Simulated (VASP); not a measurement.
# CdSb2O2 (P-3m1) in VASP: a series of runs

CdSb2O2 is run at these levels: PBE; tasks: single point, relaxation of cell and atoms.

Program: VASP 6.6.1. These are calculated values, not measurements. Logs are shortened: lines on timing, memory, paths and dates and some standing lists are left out, and cuts for length are marked.

## (1) The cell of the first run

The structure is trigonal, space group P-3m1 (No. 164). The conventional cell has a = 3.914 Å, b = 3.914 Å, c = 7.637 Å, α = 90.00°, β = 90.00°, γ = 120.00°. Cd (site symmetry -3m) has 6 Sb at 3.29 Å and 6 O at 3.85 Å and 6 Cd at 3.91 Å within 4.3 Å. Sb (site symmetry 3m) has 4 O at 2.13 to 2.37 Å within 2.8 Å. O (site symmetry 3m) has 4 Sb at 2.13 to 2.37 Å and 3 O at 2.66 Å within 2.8 Å.

The cell was generated, and may not be a known phase.

## (2) Single point, PBE

Input file INCAR:

```
SYSTEM = CdSb2O2
PREC = Accurate
ENCUT = 520
EDIFF = 1E-6
ISMEAR = 0
SIGMA = 0.1
LREAL = .False.
LASPH = .True.
NELM = 100
ALGO = Normal
ISIF = 2
LWAVE = .False.
LCHARG = .False.
GGA = PE
NBANDS = 25
```

Input file KPOINTS:

```
Automatic mesh
0
Gamma
  12 12 6
  0 0 0
```

Input file POSCAR:

```
CdSb2O2
1.0
    3.9143880207      0.0000000000      0.0000000000
   -1.9571940104      3.3899594662      0.0000000000
    0.0000000000      0.0000000000      7.6365570499
Cd Sb O
1 2 2
Direct
    0.0000000000      0.0000000000      0.0000000000
    0.6666666667      0.3333333333      0.3132541896
    0.3333333333      0.6666666667      0.6867458104
    0.6666666667      0.3333333333      0.5918025418
    0.3333333333      0.6666666667      0.4081974582
```

Potentials or basis: VASP PAW PBE potentials, release 64 (Cd, Sb, O).

The run is started by

```bash
cat potpaw_PBE.64/Cd/POTCAR potpaw_PBE.64/Sb/POTCAR potpaw_PBE.64/O/POTCAR > POTCAR
mpirun -np 1 vasp_std > vasp.out
```

OUTCAR:

```text
SYSTEM = CdSb2O2
   PREC = Accurate
   ENCUT = 520
   EDIFF = 1E-6
   ISMEAR = 0
   LREAL = .False.
   LASPH = .True.
   NELM = 100
   ISIF = 2
   GGA = PE

 ion  position               nearest neighbor table
   1  0.000  0.000  0.000-   2 3.29   3 3.29   2 3.29   3 3.29   2 3.29   3 3.29
   2  0.667  0.333  0.313-   4 2.13   5 2.37   5 2.37   5 2.37   1 3.29   1 3.29   1 3.29   3 3.64
                             3 3.64   3 3.64
   3  0.333  0.667  0.687-   5 2.13   4 2.37   4 2.37   4 2.37   1 3.29   1 3.29   1 3.29   2 3.64
                             2 3.64   2 3.64
   4  0.667  0.333  0.592-   2 2.13   3 2.37   3 2.37   3 2.37
   5  0.333  0.667  0.408-   3 2.13   2 2.37   2 2.37   2 2.37

  LATTYP: Found a hexagonal cell.
 ALAT       =     3.9143880207
 C/A-ratio  =     1.9508942418

  Lattice vectors:

 A1 = (   3.9143880207,   0.0000000000,   0.0000000000)
 A2 = (  -1.9571940104,   3.3899594662,   0.0000000000)
 A3 = (   0.0000000000,   0.0000000000,   7.6365570499)

Analysis of symmetry for initial positions (statically):
=====================================================================
 Subroutine PRICEL returns:
 Original cell was already a primitive cell.

 Routine SETGRP: Setting up the symmetry group for a
 hexagonal supercell.

 Subroutine GETGRP returns: Found 12 space group operations
 (whereof 12 operations were pure point group operations)
 out of a pool of 24 trial point group operations.

The static configuration has the point symmetry D_3d.

Analysis of symmetry for dynamics (positions and initial velocities):
=====================================================================
 Subroutine PRICEL returns:
 Original cell was already a primitive cell.

 Routine SETGRP: Setting up the symmetry group for a
 hexagonal supercell.

 Subroutine GETGRP returns: Found 12 space group operations
 (whereof 12 operations were pure point group operations)
 out of a pool of 24 trial point group operations.

The dynamic configuration has the point symmetry D_3d.

 Subroutine INISYM returns: Found 12 space group operations
 (whereof 12 operations are pure point group operations),
 and found     1 'primitive' translations

----------------------------------------------------------------------------------------

                                     Primitive cell

  volume of cell :     101.3342

  direct lattice vectors                    reciprocal lattice vectors
     3.914388021  0.000000000  0.000000000     0.255467775  0.147494389  0.000000000
    -1.957194010  3.389959466  0.000000000     0.000000000  0.294988778  0.000000000
     0.000000000  0.000000000  7.636557050     0.000000000  0.000000000  0.130949064

  length of vectors
     3.914388021  3.914388021  7.636557050     0.294988778  0.294988778  0.130949064

  position of ions in fractional coordinates (direct lattice)
     0.000000000  0.000000000  0.000000000
     0.666666667  0.333333333  0.313254190
     0.333333333  0.666666667  0.686745810
     0.666666667  0.333333333  0.591802542
     0.333333333  0.666666667  0.408197458

  ion indices of the primitive-cell ions
   primitive index   ion index
                 1           1
                 2           2
                 3           3
                 4           4
                 5           5

----------------------------------------------------------------------------------------

 KPOINTS: Automatic mesh

Automatic generation of k-mesh.
 Grid dimensions read from file:
 generate k-points for:   12   12    6

 Generating k-lattice:

  Cartesian coordinates                     Fractional coordinates (reciprocal lattice)
     0.021288981  0.012291199  0.000000000     0.083333333  0.000000000  0.000000000
     0.000000000  0.024582398  0.000000000     0.000000000  0.083333333  0.000000000
     0.000000000  0.000000000  0.021824844     0.000000000  0.000000000  0.166666667

  Length of vectors
     0.024582398  0.024582398  0.021824844

  Shift w.r.t. Gamma in fractional coordinates (k-lattice)
     0.000000000  0.000000000  0.000000000

 Subroutine IBZKPT returns following result:
 ===========================================

 Found    100 irreducible k-points:

 Following reciprocal coordinates:
            Coordinates               Weight
  0.000000  0.000000  0.000000      1.000000
  0.083333 -0.000000  0.000000      6.000000
  0.166667  0.000000  0.000000      6.000000
  0.250000 -0.000000  0.000000      6.000000
  0.333333 -0.000000  0.000000      6.000000
  0.416667 -0.000000  0.000000      6.000000
[... 16 lines left out ...]
  0.166667  0.000000  0.166667      6.000000
  0.000000  0.166667  0.166667      6.000000
 [... further k-points ...]
   k-points           NKPTS =    100   k-points in BZ     NKDIM =    100   number of bands    NBANDS=     25
   number of dos      NEDOS =    301   number of ions     NIONS =      5
   total plane-waves  NPLWV =  54000
   dimension x,y,z NGX =    30 NGY =   30 NGZ =   60
[... 73 lines left out ...]
      2     -12.9183      2.00000
      3      -4.7901      2.00000
      4      -3.3740      2.00000
      5      -2.9601      2.00000
      6      -2.9601      2.00000
[... 17 lines left out ...]
     24      12.6256      0.00000
     25      12.6256      0.00000

 k-point     2 :       0.0833   -0.0000    0.0000
  band No.  band energies     occupation
      1     -14.7742      2.00000
      2     -12.9311      2.00000
      3      -4.8195      2.00000
      4      -3.3587      2.00000
      5      -2.9623      2.00000
      6      -2.9493      2.00000
[... 17 lines left out ...]
     24      12.1705      0.00000
     25      12.5223      0.00000

 k-point     3 :       0.1667    0.0000    0.0000
  band No.  band energies     occupation
      1     -14.6682      2.00000
      2     -12.9724      2.00000
      3      -4.8863      2.00000
      4      -3.3440      2.00000
      5      -2.9745      2.00000
      6      -2.9214      2.00000
[... 17 lines left out ...]
     24      12.3789      0.00000
     25      12.5176      0.00000

 k-point     4 :       0.2500   -0.0000    0.0000
  band No.  band energies     occupation
      1     -14.5039      2.00000
      2     -13.0490      2.00000
      3      -4.9435      2.00000
      4      -3.4013      2.00000
      5      -2.9939      2.00000
      6      -2.8961      2.00000
[... 17 lines left out ...]
     24      12.1546      0.00000
     25      12.3352      0.00000

 k-point     5 :       0.3333   -0.0000    0.0000
  band No.  band energies     occupation
      1     -14.3035      2.00000
      2     -13.1633      2.00000
      3      -4.9510      2.00000
      4      -3.5749      2.00000
      5      -3.0145      2.00000
      6      -2.9030      2.00000
[... 17 lines left out ...]
     24      11.7796      0.00000
     25      12.2764      0.00000

 k-point     6 :       0.4167   -0.0000    0.0000
  band No.  band energies     occupation
      1     -14.1099      2.00000
      2     -13.2953      2.00000
      3      -4.9056      2.00000
      4      -3.7968      2.00000
      5      -3.0318      2.00000
      6      -2.9156      2.00000
[... 17 lines left out ...]
     24      11.5889      0.00000
     25      11.9714      0.00000
[... 393 lines left out ...]
 k-point    21 :       0.0833   -0.0000    0.1667
  band No.  band energies     occupation
      1     -14.7740      2.00000
      2     -12.9315      2.00000
      3      -4.8787      2.00000
      4      -3.2478      2.00000
      5      -2.9591      2.00000
      6      -2.9493      2.00000
[... 17 lines left out ...]
     24      12.2220      0.00000
     25      12.4389      0.00000

 k-point    22 :       0.0000    0.0833    0.1667
  band No.  band energies     occupation
      1     -14.7740      2.00000
      2     -12.9315      2.00000
      3      -4.8809      2.00000
      4      -3.2326      2.00000
      5      -2.9565      2.00000
      6      -2.9488      2.00000
[... 17 lines left out ...]
     24      12.0946      0.00000
     25      12.7411      0.00000

 k-point    23 :       0.1667    0.0000    0.1667
  band No.  band energies     occupation
      1     -14.6680      2.00000
      2     -12.9726      2.00000
      3      -4.9219      2.00000
      4      -3.3334      2.00000
      5      -2.9653      2.00000
      6      -2.9218      2.00000
[... 17 lines left out ...]
     24      12.1917      0.00000
     25      12.3789      0.00000

 k-point    24 :       0.0000    0.1667    0.1667
  band No.  band energies     occupation
      1     -14.6679      2.00000
      2     -12.9727      2.00000
      3      -4.9359      2.00000
      4      -3.2486      2.00000
      5      -2.9589      2.00000
      6      -2.9206      2.00000
[... 17 lines left out ...]
     24      12.4714      0.00000
     25      12.6200      0.00000

 [... further k-points ...]

------------------------ aborting loop because EDIFF is reached ----------------------------------------

  FORCE on cell =-STRESS in cart. coord.  units (eV):
  Direction    XX          YY          ZZ          XY          YZ          ZX
  --------------------------------------------------------------------------------------
  -------------------------------------------------------------------------------------
  Total       -0.2910638     -0.2910638     -0.1654503      0.0000000      0.0000000      0.0000000
  in kB       -4.6019601     -4.6019601     -2.6159059      0.0000000      0.0000000      0.0000000
  external PRESSURE =      -3.9399421 kB  Pullay stress =       0.0000000 kB

 VOLUME and BASIS-vectors are now :
 -----------------------------------------------------------------------------
  energy-cutoff  :      520.00
  volume of cell :      101.33
      direct lattice vectors                 reciprocal lattice vectors
     3.914388021  0.000000000  0.000000000     0.255467775  0.147494389  0.000000000
    -1.957194010  3.389959466  0.000000000     0.000000000  0.294988778  0.000000000
     0.000000000  0.000000000  7.636557050     0.000000000  0.000000000  0.130949064

 POSITION                                       TOTAL-FORCE (eV/Angst)
 -----------------------------------------------------------------------------------
      0.00000      0.00000      0.00000        -0.000000      0.000000      0.000000
      1.95719      1.12999      2.39218         0.000000      0.000000      0.052074
     -0.00000      2.25997      5.24437         0.000000     -0.000000     -0.052074
      1.95719      1.12999      4.51933         0.000000     -0.000000      0.010227
     -0.00000      2.25997      3.11722        -0.000000      0.000000     -0.010227
 -----------------------------------------------------------------------------------
    total drift:                                0.000000     -0.000000      0.000000

  FREE ENERGIE OF THE ION-ELECTRON SYSTEM (eV)
  ---------------------------------------------------
  free  energy   TOTEN  =       -21.2047808922 eV

  energy  without entropy=      -21.1977812867  energy(sigma->0) =      -21.20128109
```

It took 2.1 min on 1 thread of Intel Xeon 6975P-C (Granite Rapids), shared host; peak memory 0.4 GiB.

What came out:

- Free energy: -21.2048 eV
- Pressure: -0.4 GPa
- Largest force: 0.052 eV/Å
- Band gap on the k mesh: zero (bands 17 and 18 overlap by 1.30 eV)

Forces in eV/Å, atoms in the order of the input:
```
Cd   0.000  0.000  0.000
Sb   0.000  0.000  0.052
Sb   0.000  0.000 -0.052
O    0.000  0.000  0.010
O    0.000  0.000 -0.010
```

Stress tensor (GPa, compression positive):
```
-0.46  0.00  0.00
 0.00 -0.46  0.00
 0.00  0.00 -0.26
```

Caveat: spin-orbit coupling is left out, which moves the levels of the heavy elements.

## (3) Relaxation of cell and atoms, PBE

This run uses another cell than the first one, of 25.48 Å³/atom.

Input file INCAR:

```
SYSTEM = CdSb2O2
ALGO = Normal
EDIFF = 1E-6
EDIFFG = -0.04
ENCUT = 600
GGA = PE
IBRION = 2
ISIF = 3
ISMEAR = 0
LASPH = .TRUE.
LCHARG = .FALSE.
LREAL = .FALSE.
LWAVE = .FALSE.
NELM = 80
NSW = 90
PREC = Accurate
SIGMA = 0.1
```

Input file KPOINTS:

```
k-points
0
G
  6 6 4
  0 0 0
```

Input file POSCAR:

```
CdSb2O2
1.0
    4.4830742400      0.0000000000      0.0000000000
   -2.2415371200      3.8824561800      0.0000000000
    0.0000000000      0.0000000000      7.3196247500
Cd Sb O
1 2 2
Direct
    0.0000000000      0.0000000000      0.0000000000
    0.6666666700      0.3333333300      0.2489787000
    0.3333333300      0.6666666700      0.7510213000
    0.6666666700      0.3333333300      0.6304727800
    0.3333333300      0.6666666700      0.3695272200
```

Potentials or basis: VASP PAW PBE potentials, release 64 (Cd, Sb, O).

The run is started by

```bash
cat potpaw_PBE.64/Cd/POTCAR potpaw_PBE.64/Sb/POTCAR potpaw_PBE.64/O/POTCAR > POTCAR
mpirun -np 1 vasp_std > vasp.out
```

It took 7.6 min on 1 thread of Intel Xeon 6975P-C (Granite Rapids), shared host; peak memory 0.32 GiB.

The run converged. Its results:

```
Free energy                           : -21.2156 eV
Relaxed volume                        : 19.94 Å³/atom
Relaxed cell                          : a = 3.871 Å, b = 3.871 Å, c = 7.684 Å, α = 90.00°, β = 90.00°, γ = 120.00°
Space group after relaxing (to 0.1 Å) : P-3m1 (No. 164)
Energy gained by relaxing             : 661.9 meV/atom
Ionic steps                           : 19
Pressure after relaxing               : 0.1 GPa
Largest force after relaxing          : 0.034 eV/Å
Band gap on the k mesh                : zero (bands 17 and 18 overlap by 1.33 eV)
```

Forces in eV/Å, atoms in the order of the input:
```
Cd   0.000  0.000  0.000
Sb   0.000  0.000  0.001
Sb   0.000  0.000 -0.001
O    0.000  0.000 -0.034
O    0.000  0.000  0.034
```

Stress tensor (GPa, compression positive):
```
 0.23  0.00  0.00
 0.00  0.23  0.00
 0.00  0.00 -0.01
```

The path:
```tsv
step	energy change (eV)	largest force (eV/Å)	pressure (GPa)	volume (Å³)
1	0.0000	2.4881	-12.27	127.40
2	-2.3233	2.1761	-0.98	94.70
3	-2.3683	1.9658	3.00	90.56
4	-2.7971	0.8997	4.78	90.68
5	-2.8631	0.4408	7.13	90.74
6	-3.0709	0.3089	-0.02	102.02
7	-3.0716	0.3158	0.30	101.28
8	-3.0988	0.3953	-0.94	101.50
9	-3.1008	0.4708	-1.34	101.58
10	-3.1212	0.4447	-0.98	100.74
11	-3.1670	0.3706	0.29	98.20
12	-3.1824	0.2505	3.70	92.95
13	-3.1909	0.2894	2.26	94.90
14	-3.2161	0.3561	1.90	95.15
15	-3.2560	0.5534	0.92	95.77
16	-3.2564	0.5830	0.81	95.84
17	-3.2769	0.4519	0.61	96.66
18	-3.3082	0.0802	0.18	99.14
19	-3.3094	0.0344	0.15	99.69
```

Final structure:
```xyz
5
Lattice="3.8705 0.0000 0.0000 -1.9353 3.3520 0.0000 0.0000 0.0000 7.6842" Properties=species:S:1:pos:R:3 pbc="T T T"
Cd    3.8705    0.0000    7.6842
Sb    1.9353    1.1173    2.3975
Sb    0.0000    2.2347    5.2867
O     1.9353    1.1173    4.5381
O     0.0000    2.2347    3.1461
```

Levels at points of the mesh, in eV from the Fermi level:
```
           k point  band 15  band 16  band 17  band 18  band 19  band 20
(0.00, 0.00, 0.00)    -3.71    -3.13     0.97     1.24     1.24     2.65
(0.50, 0.00, 0.00)    -3.10    -2.14    -1.84     0.40     1.96     2.02
(0.00, 0.00, 0.50)    -4.16    -1.23     0.75     1.37     1.37     2.42
(0.50, 0.00, 0.50)    -3.44    -2.84    -0.82     0.24     1.45     1.65
```

Caveat: the volume moved by over 15 % at a fixed basis, so the end points are rough; spin-orbit coupling is left out, which moves the levels of the heavy elements.

## (4) Relaxation of cell and atoms, PBE

Input file INCAR:

```
SYSTEM = CdSb2O2
PREC = Accurate ; ENCUT = 600
EDIFF = 1E-7 ; ISMEAR = 0
SIGMA = 0.1 ; LREAL = .False.
LASPH = .True. ; NELM = 60
ALGO = Normal ; ISIF = 3
LWAVE = .False. ; LCHARG = .False.
GGA = PE ; IBRION = 2
NSW = 100 ; EDIFFG = -0.01
```

Input file KPOINTS:

```
Automatic mesh
0
Gamma
  12 12 6
  0 0 0
```

Input file POSCAR:

```
CdSb2O2
1.0
    3.9138699758      0.0000000000      0.0000000000
   -1.9569349879      3.3895108262      0.0000000000
    0.0000000000      0.0000000000      7.6361473735
Cd Sb O
1 2 2
Direct
    0.0000000000      0.0000000000      0.0000000000
    0.6666666667      0.3333333333      0.3121761188
    0.3333333333      0.6666666667      0.6878238812
    0.6666666667      0.3333333333      0.5908326340
    0.3333333333      0.6666666667      0.4091673660
```

The run is started by

```bash
cat potpaw_PBE.64/Cd/POTCAR potpaw_PBE.64/Sb/POTCAR potpaw_PBE.64/O/POTCAR > POTCAR
mpirun -np 1 vasp_std > vasp.out
```

It took 10 min on 1 thread of Intel Xeon 6975P-C (Granite Rapids), shared host; peak memory 0.45 GiB.

It converged, with:

| Item | Value |
| --- | --- |
| Free energy | -21.2100 eV |
| Relaxed volume | 20.11 Å³/atom |
| Relaxed cell | a = 3.894 Å, b = 3.894 Å, c = 7.657 Å, α = 90.00°, β = 90.00°, γ = 120.00° |
| Space group after relaxing (to 0.1 Å) | P-3m1 (No. 164) |
| Energy gained by relaxing | 0.8 meV/atom |
| Ionic steps | 10 |
| Pressure after relaxing | 0.0 GPa |
| Largest force after relaxing | 0.007 eV/Å |
| Band gap on the k mesh | zero (bands 17 and 18 overlap by 1.25 eV) |

Forces in eV/Å, atoms in the order of the input:
```
Cd   0.000  0.000  0.000
Sb   0.000  0.000 -0.007
Sb   0.000  0.000  0.007
O    0.000  0.000  0.002
O    0.000  0.000 -0.002
```

The path:
```csv
step,energy change (eV),largest force (eV/Å),pressure (GPa),volume (Å³)
1,0.0000,0.1560,-0.71,101.30
2,-0.0021,0.0976,0.50,99.99
3,-0.0029,0.0789,0.09,100.44
4,-0.0037,0.0183,0.04,100.40
5,-0.0038,0.0147,0.02,100.38
6,-0.0038,0.0119,0.03,100.38
7,-0.0038,0.0109,0.01,100.43
8,-0.0039,0.0170,-0.07,100.57
9,-0.0039,0.0114,-0.05,100.56
10,-0.0039,0.0069,0.01,100.53
```

Final structure:
```xyz
5
Lattice="3.8936 0.0000 0.0000 -1.9468 3.3720 0.0000 0.0000 0.0000 7.6572" Properties=species:S:1:pos:R:3 pbc="T T T"
Cd    0.0000    0.0000    0.0000
Sb    1.9468    1.1240    2.3997
Sb    0.0000    2.2480    5.2575
O     1.9468    1.1240    4.5294
O     0.0000    2.2480    3.1278
```

Levels at points of the mesh, in eV from the Fermi level:
```
           k point  band 13  band 14  band 15  band 16  band 17  band 18  band 19  band 20  band 21
(0.00, 0.00, 0.00)    -4.18    -4.18    -3.67    -3.06     0.99     1.19     1.19     2.62     2.62
(0.50, 0.00, 0.00)    -4.43    -4.28    -3.12    -2.14    -1.80     0.44     1.96     2.03     2.14
(0.00, 0.00, 0.50)    -5.52    -4.18    -4.18    -1.26     0.83     1.32     1.32     2.38     2.38
(0.50, 0.00, 0.50)    -4.56    -4.47    -3.42    -2.87    -0.78     0.25     1.42     1.65     3.08
```

Caveat: spin-orbit coupling is left out, which moves the levels of the heavy elements.

## (5) The runs side by side

```tsv
task	cell	k mesh	cutoff (eV)	gap on the mesh (eV)	pressure (GPa)	relaxed volume (Å³/atom)	largest force (eV/Å)
single point	a = 3.914, b = 3.914, c = 7.637 Å, angles 90.0, 90.0, 120.0°, 5 atoms, atomic positions A	12 × 12 × 6	520	none	-0.4	-	0.05
relaxation of cell and atoms	relaxed from a = 4.483, b = 4.483, c = 7.320 Å, angles 90.0, 90.0, 120.0°, 5 atoms, atomic positions B	6 × 6 × 4	600	none	0.1	19.94	0.03
relaxation of cell and atoms	relaxed from a = 3.914, b = 3.914, c = 7.636 Å, angles 90.0, 90.0, 120.0°, 5 atoms, atomic positions C	12 × 12 × 6	600	none	0.0	20.11	0.01
```

Alike in all rows: level PBE; potentials or basis VASP PAW PBE potentials, release 64 (Cd, Sb, O); no spin polarisation; smearing gaussian 0.1 eV.

Caveats: spin-orbit coupling is left out, which moves the levels of the heavy elements; the volume moved by over 15 % at a fixed basis, so the end points are rough (at least some runs).

Total energies depend on the potentials used, so only differences within one code and one set of settings carry meaning.
